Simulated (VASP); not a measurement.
Set up this calculation in VASP 6.6.1, as the native input.

| Property | Result |
| --- | --- |
| Task | single point |
| Functional | PBE |
| Potentials or basis | VASP PAW PBE potentials, release 64 (Cu, O) |
| Cutoff | 600 eV |
| k mesh | 8 × 8 × 4 |
| Occupations | gaussian, width 0.1 eV |
| Spin | collinear spin, ferromagnetic start |
| Starting moments | [0.65, 0.65, 0.34, 0.34] μB |
| Hubbard terms | Cu d U = 4.0 eV |
| Dipole correction | no |
| Further INCAR settings | ALGO = Normal; EDIFF = 1e-06; NBANDS = 29 |

The structure of CuO lies in POSCAR:

```
CuO
1.0
    2.1467454467     -2.0298658663      0.1688926026
    2.1467454467      2.0298658663      0.1688926026
   -0.4234703532      0.0000000000      5.1637516079
Cu O
2 2
Direct
   -0.0057497986      0.4942451328      0.0018500292
    0.4942451328     -0.0057497986      0.5018500292
    0.4951881960      0.4933164697      0.2518499708
    0.4933164697      0.4951881960      0.7518499708
```

The input as run:

INCAR

```
SYSTEM = CuO
PREC = Accurate
ENCUT = 600
EDIFF = 1E-6
ISMEAR = 0
SIGMA = 0.1
LREAL = .FALSE.
LASPH = .TRUE.
NELM = 200
ALGO = Normal
ISIF = 2
LWAVE = .FALSE.
LCHARG = .FALSE.
ISPIN = 2
MAGMOM = 0.65 0.65 0.34 0.34
LORBIT = 11
LMAXMIX = 4
LDAU = .TRUE.
LDAUTYPE = 2
LDAUL = 2 -1
LDAUU = 4 0
LDAUJ = 0 0
LDAUPRINT = 1
GGA = PE
NBANDS = 29
GGA_COMPAT = .FALSE.
```

KPOINTS

```
regular mesh
0
G
  8 8 4
  0 0 0
```

Potentials or basis: VASP PAW PBE potentials, release 64 (Cu, O).

Launch:

```console
$ cat potpaw_PBE.64/Cu/POTCAR potpaw_PBE.64/O/POTCAR > POTCAR
$ mpirun -np 1 vasp_std > vasp.out
```

It gave:

```json
{
  "Pressure": "-2.4 GPa",
  "Net moment": "1.95 μB per cell",
  "Site moments": "Cu +0.63; O +0.31 μB",
  "Valence electrons inside the program's atomic spheres": "Cu 9.89; O 4.97"
}
```

Run time: 3.6 min on 1 thread of Oxide Virtual Turin-like Processor, on a shared host, peak memory 0.27 GiB.
